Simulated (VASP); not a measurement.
Runs of VASP 6.6.1 on CaO. The structure is that of space group P6_3/mmc (No. 194), or close to it. The cells are those of the table. 

| level | cell | smearing | gap on the mesh (eV) | pressure (GPa) |
| --- | --- | --- | --- | --- |
| PBE | a = 3.881, b = 3.881, c = 4.651 Å, angles 90.0, 90.0, 120.0°, 4 atoms | fermi-dirac 0.02 eV | (a) | 10.8 |
| PBE | a = 3.861, b = 3.861, c = 4.627 Å, angles 90.0, 90.0, 120.0°, 4 atoms | fermi-dirac 0.02 eV | 3.51 | 12.8 |
| r2SCAN | a = 3.881, b = 3.881, c = 4.651 Å, angles 90.0, 90.0, 120.0°, 4 atoms | gaussian 0.01 eV | 3.88 | (c) |
| r2SCAN | a = 3.861, b = 3.861, c = 4.627 Å, angles 90.0, 90.0, 120.0°, 4 atoms | gaussian 0.01 eV | 3.93 | 11.8 |
| PBE | a = 3.981, b = 3.981, c = 4.747 Å, angles 90.0, 90.0, 120.0°, 4 atoms | fermi-dirac 0.02 eV | 3.19 | (b) |

Alike in all rows: task single point; potentials or basis VASP PAW PBE potentials, release 64 (Ca_sv, O); no spin polarisation; k mesh 12 × 12 × 6; cutoff (eV) 520.

**Question.** Estimate the missing entries.

**Answer.** (a) 3.46; (b) 2.8; (c) 9.7.

Caveats: the structure was generated, so it needn't be the stable form of CaO; the cell stands under pressure (at least some runs); the PAW data sets were made with another functional, which shifts forces and pressure a little (at least some runs).

A k mesh can miss the band edges.
